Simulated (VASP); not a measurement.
# AlN (Fm-3m) in VASP: single point with PBE

Aim: the single point of AlN with PBE.

All numbers are computed with VASP 6.6.1; they aren't measurements. Logs are shortened: lines on timing, memory, paths and dates and some standing lists are left out, and cuts for length are marked.

### 1 The cell of the first run

Symmetry: Fm-3m, No. 225, cubic system. The conventional cell has a = 4.071 Å, b = 4.071 Å, c = 4.071 Å, α = 90.00°, β = 90.00°, γ = 90.00°. Al (site symmetry m-3m) has 6 N at 2.04 Å within 2.7 Å. N (site symmetry m-3m) has 6 Al at 2.04 Å within 2.7 Å.

### 2 Single point, PBE

POSCAR reads:

```
AlN
1.0
    0.0000000000      2.0352676073      2.0352676073
    2.0352676073      0.0000000000      2.0352676073
    2.0352676073      2.0352676073      0.0000000000
Al N
1 1
Direct
    0.5000000000      0.5000000000      0.5000000000
    0.0000000000      0.0000000000      0.0000000000
```

INCAR.step1 reads:

```
ALGO = Normal ; EDIFF = 1E-6
ENCUT = 520 ; GGA = PE
ISIF = 2 ; ISMEAR = 0
LASPH = True ; LCHARG = True
LREAL = False ; LWAVE = False
NBANDS = 11 ; NELM = 100
PREC = Accurate ; SIGMA = 0.02
```

KPOINTS.step1 reads:

```
k-points
0
Gamma
  10 10 10
```

INCAR.step2 reads:

```
ALGO = Normal ; EDIFF = 1E-6
ENCUT = 520 ; GGA = PE
ICHARG = 11 ; ISIF = 2
ISMEAR = -5 ; LASPH = True
LCHARG = False ; LORBIT = 10
LREAL = False ; LWAVE = False
NBANDS = 11 ; NEDOS = 1001
NELM = 100 ; PREC = Accurate
SIGMA = 0.02
```

KPOINTS.step2 reads:

```
k-points
0
Gamma
  15 15 15
```

Potentials or basis: VASP PAW PBE potentials, release 64 (Al, N).

The run is started by

```bash
cat potpaw_PBE.64/Al/POTCAR potpaw_PBE.64/N/POTCAR > POTCAR
cp INCAR.step1 INCAR
cp KPOINTS.step1 KPOINTS
mpirun -np 1 vasp_std > vasp.out
cp INCAR.step2 INCAR
cp KPOINTS.step2 KPOINTS
mpirun -np 1 vasp_std > vasp.out
```

OUTCAR:

```text
EDIFF = 1E-6
   ENCUT = 520
   GGA = PE
   ICHARG = 11
   ISIF = 2
   ISMEAR = -5
   LASPH = True
   LORBIT = 10
   LREAL = False
   NELM = 100
   PREC = Accurate

 ion  position               nearest neighbor table
   1  0.500  0.500  0.500-   2 2.04   2 2.04   2 2.04   2 2.04   2 2.04   2 2.04
   2  0.000  0.000  0.000-   1 2.04   1 2.04   1 2.04   1 2.04   1 2.04   1 2.04

  LATTYP: Found a face centered cubic cell.
 ALAT       =     4.0705352146

  Lattice vectors:

 A1 = (   0.0000000000,   2.0352676073,   2.0352676073)
 A2 = (   2.0352676073,   0.0000000000,   2.0352676073)
 A3 = (   2.0352676073,   2.0352676073,   0.0000000000)

Analysis of symmetry for initial positions (statically):
=====================================================================
 Subroutine PRICEL returns:
 Original cell was already a primitive cell.

 Routine SETGRP: Setting up the symmetry group for a
 face centered cubic supercell.

 Subroutine GETGRP returns: Found 48 space group operations
 (whereof 48 operations were pure point group operations)
 out of a pool of 48 trial point group operations.

The static configuration has the point symmetry O_h .

Analysis of symmetry for dynamics (positions and initial velocities):
=====================================================================
 Subroutine PRICEL returns:
 Original cell was already a primitive cell.

 Routine SETGRP: Setting up the symmetry group for a
 face centered cubic supercell.

 Subroutine GETGRP returns: Found 48 space group operations
 (whereof 48 operations were pure point group operations)
 out of a pool of 48 trial point group operations.

The dynamic configuration has the point symmetry O_h .

 Subroutine INISYM returns: Found 48 space group operations
 (whereof 48 operations are pure point group operations),
 and found     1 'primitive' translations

----------------------------------------------------------------------------------------

                                     Primitive cell

  volume of cell :      16.8614

  direct lattice vectors                    reciprocal lattice vectors
     0.000000000  2.035267607  2.035267607    -0.245667940  0.245667940  0.245667940
     2.035267607  0.000000000  2.035267607     0.245667940 -0.245667940  0.245667940
     2.035267607  2.035267607  0.000000000     0.245667940  0.245667940 -0.245667940

  length of vectors
     2.878303053  2.878303053  2.878303053     0.425509354  0.425509354  0.425509354

  position of ions in fractional coordinates (direct lattice)
     0.500000000  0.500000000  0.500000000
     0.000000000  0.000000000  0.000000000

  ion indices of the primitive-cell ions
   primitive index   ion index
                 1           1
                 2           2

----------------------------------------------------------------------------------------

 KPOINTS: k-points

Automatic generation of k-mesh.
 Grid dimensions read from file:
 generate k-points for:   15   15   15

 Generating k-lattice:

  Cartesian coordinates                     Fractional coordinates (reciprocal lattice)
    -0.016377863  0.016377863  0.016377863     0.066666667  0.000000000  0.000000000
     0.016377863 -0.016377863  0.016377863     0.000000000  0.066666667  0.000000000
     0.016377863  0.016377863 -0.016377863     0.000000000  0.000000000  0.066666667

  Length of vectors
     0.028367290  0.028367290  0.028367290

  Shift w.r.t. Gamma in fractional coordinates (k-lattice)
     0.000000000  0.000000000  0.000000000

 TETIRR: Found    484 inequivalent tetrahedra from    20250

 Subroutine IBZKPT returns following result:
 ===========================================

 Found    120 irreducible k-points:

 Following reciprocal coordinates:
            Coordinates               Weight
  0.000000  0.000000  0.000000      1.000000
  0.066667  0.000000  0.000000      8.000000
  0.133333  0.000000  0.000000      8.000000
  0.200000  0.000000  0.000000      8.000000
  0.266667  0.000000  0.000000      8.000000
  0.333333  0.000000  0.000000      8.000000
[... 16 lines left out ...]
  0.133333  0.133333  0.000000      6.000000
  0.200000  0.133333  0.000000     24.000000
 [... further k-points ...]
   k-points           NKPTS =    120   k-points in BZ     NKDIM =    120   number of bands    NBANDS=     11
   number of dos      NEDOS =   1001   number of ions     NIONS =      2
   total plane-waves  NPLWV =  13824
   dimension x,y,z NGX =    24 NGY =   24 NGZ =   24
   dimension x,y,z NGXF=    48 NGYF=   48 NGZF=   48
   ions per type =               1   1
   NGX,Y,Z   is equivalent  to a cutoff of  13.86, 13.86, 13.86 a.u.
   NGXF,Y,Z  is equivalent  to a cutoff of  27.72, 27.72, 27.72 a.u.
 SYSTEM =  unknown system
   PREC   = accura    normal or accurate (medium, high low for compatibility)
   ISTART =      0    job   : 0-new  1-cont  2-samecut
   ICHARG =     11    charge: 1-file 2-atom 10-const
   ISPIN  =      1    spin polarized calculation?
   LNONCOLLINEAR =      F non collinear calculations
   LSORBIT =      F    spin-orbit coupling
   LASPH  =      T    aspherical Exc in radial PAW
   ENCUT  =  520.0 eV  38.22 Ry    6.18 a.u.   5.35  5.35  5.35*2*pi/ulx,y,z
   NELM   =    100;   NELMIN=  2; NELMDL=  0     # of ELM steps
   EDIFF  = 0.1E-05   stopping-criterion for ELM
   LREAL  =      F    real-space projection
   EDIFFG = 0.1E-04   stopping-criterion for IOM
   NSW    =      0    number of steps for IOM
   IBRION =     -1    ionic relax: 0-MD 1-quasi-New 2-CG
   NFREE  =      0    steps in history (QN), initial steepest desc. (CG)
   ISIF   =      2    stress and relaxation
   ISYM   =      2    0-nonsym 1-usesym 2-fastsym
   POTIM  = 0.5000    time-step for ionic-motion
   TEBEG  =    0.0;   TEEND  =   0.0 temperature during run
   PSTRESS=    0.0 pullay stress
   NELECT =       8.0000    total number of electrons
   NUPDOWN=      -1.0000    fix difference up-down
   EMIN   =  10.00;   EMAX   =-10.00  energy-range for DOS
   EFERMI =   0.00;   METHOD = LEGACY
   ISMEAR =    -5;   SIGMA  =   0.02  broadening in eV -4-tet -1-fermi 0-gaus
   EFERMI_NEDOS =   21; number of points for ismear=-14 and -15
   IALGO  =     38    algorithm
   IMIX   =      4    mixing-type and parameters
     AMIX     =   0.40;   BMIX     =  1.00
     AMIX_MAG =   1.60;   BMIX_MAG =  1.00
  volume/ion in A,a.u.               =       8.43        56.89
  Fermi-wavevector in a.u.,A,eV,Ry     =   1.276850  2.412897 22.182212  1.630347
  Thomas-Fermi vector in A             =   2.409483
   LORBIT       =     10    0 simple, 1 ext, 2 COOP (PROOUT), +10 PAW based schemes
   GGA     = PE    functional components
   LHFCALC =     F    Hartree Fock is set to
   AEXX    =    0.0000 exact exchange contribution
   IVDW    =     0    specifies the selected vdW correction
   LEPSILON=     F    determine dielectric tensor
   LRPA    =     F    only Hartree local field effects (RPA)
 non-spin polarized calculation
 Fermi weights with tetrahedron method with Bloechl corrections
  energy-cutoff  :      520.00
  volume of cell :       16.86
 maximum number of plane-waves:       467
 NGX is ok and might be reduce to    24

 number of electron       8.0000000 magnetization

 Free energy of the ion-electron system (eV)
  ---------------------------------------------------
  ext. energy  EPLUGINS =         0.00000000
  ---------------------------------------------------
  free energy    TOTEN  =       -14.54594527 eV

  energy without entropy =      -14.54594527  energy(sigma->0) =      -14.54594527

 E-fermi :   9.7137     XC(G=0): -12.1913

 val. band max:        9.7037026826   @ k =   0.0000   0.0000   0.0000
 cond. band min:      14.1867558550   @ k =   0.4667   0.4667   0.0000
 fundamental gap:      4.4830531724
 Fermi energy:         9.7136536207

 k-point     1 :       0.0000    0.0000    0.0000
  band No.  band energies     occupation
      1      -7.6670      2.00000
      2       9.7037      2.00000
      3       9.7037      2.00000
      4       9.7037      2.00000
      5      15.0944      0.00000
      6      21.8056      0.00000
      7      21.8056      0.00000
      8      21.8056      0.00000
      9      26.8923      0.00000
     10      27.3452      0.00000
     11      27.3464      0.00000

 k-point     2 :       0.0667    0.0000    0.0000
  band No.  band energies     occupation
      1      -7.5772      2.00000
      2       9.2167      2.00000
      3       9.6497      2.00000
      4       9.6497      2.00000
      5      15.4202      0.00000
      6      21.3080      0.00000
      7      21.9458      0.00000
      8      21.9458      0.00000
      9      26.2785      0.00000
     10      26.2785      0.00000
     11      27.5933      0.00000

 k-point     3 :       0.1333    0.0000    0.0000
  band No.  band energies     occupation
      1      -7.3115      2.00000
      2       8.0410      2.00000
      3       9.5028      2.00000
      4       9.5028      2.00000
      5      16.0528      0.00000
      6      20.5582      0.00000
      7      22.2368      0.00000
      8      22.2368      0.00000
      9      25.2895      0.00000
     10      25.2895      0.00000
     11      27.5146      0.00000
[... 267 lines left out ...]
 k-point    23 :       0.1333    0.1333    0.0000
  band No.  band energies     occupation
      1      -7.1943      2.00000
      2       8.1841      2.00000
      3       9.1021      2.00000
      4       9.1021      2.00000
      5      16.5152      0.00000
      6      19.5284      0.00000
      7      22.7861      0.00000
      8      22.7861      0.00000
      9      22.8240      0.00000
     10      27.9086      0.00000
     11      29.2799      0.00000

 k-point    24 :       0.2000    0.1333    0.0000
  band No.  band energies     occupation
      1      -6.8791      2.00000
      2       7.2471      2.00000
      3       8.8363      2.00000
      4       8.8942      2.00000
      5      17.0437      0.00000
      6      18.9437      0.00000
      7      21.6752      0.00000
      8      23.1321      0.00000
      9      23.4578      0.00000
     10      27.6534      0.00000
     11      29.3273      0.00000

 [... further k-points ...]

------------------------ aborting loop because EDIFF is reached ----------------------------------------

  FORCE on cell =-STRESS in cart. coord.  units (eV):
  Direction    XX          YY          ZZ          XY          YZ          ZX
  --------------------------------------------------------------------------------------
  -------------------------------------------------------------------------------------
  Total       -0.0285569     -0.0285569     -0.0285569     -0.0000000      0.0000000      0.0000000
  in kB       -2.7134863     -2.7134863     -2.7134863     -0.0000000      0.0000000      0.0000000
  external PRESSURE =      -2.7134863 kB  Pullay stress =       0.0000000 kB

 VOLUME and BASIS-vectors are now :
 -----------------------------------------------------------------------------
  energy-cutoff  :      520.00
  volume of cell :       16.86
      direct lattice vectors                 reciprocal lattice vectors
     0.000000000  2.035267607  2.035267607    -0.245667940  0.245667940  0.245667940
     2.035267607  0.000000000  2.035267607     0.245667940 -0.245667940  0.245667940
     2.035267607  2.035267607  0.000000000     0.245667940  0.245667940 -0.245667940

 POSITION                                       TOTAL-FORCE (eV/Angst)
 -----------------------------------------------------------------------------------
      2.03527      2.03527      2.03527         0.000000     -0.000000      0.000000
      0.00000      0.00000      0.00000        -0.000000      0.000000     -0.000000
 -----------------------------------------------------------------------------------
    total drift:                                0.000000     -0.000000     -0.000000

  FREE ENERGIE OF THE ION-ELECTRON SYSTEM (eV)
  ---------------------------------------------------
  free  energy   TOTEN  =       -14.5459452729 eV

  energy  without entropy=      -14.5459452729  energy(sigma->0) =      -14.54594527

 total charge

# of ion       s       p       d       tot
------------------------------------------
    1        0.315   0.395   0.000   0.709
    2        1.219   2.638   0.000   3.857
--------------------------------------------------
tot          1.534   3.032   0.000   4.566
```

Run time: 16 s. Hardware: 1 thread of Intel Xeon Platinum 8259CL at 2.50GHz (Skylake/Cascade Lake), shared host; peak memory 0.14 GiB.

Results:

```yaml
Valence_electrons_inside_the_program's_atomic_spheres: Al 0.71; N 3.86
```
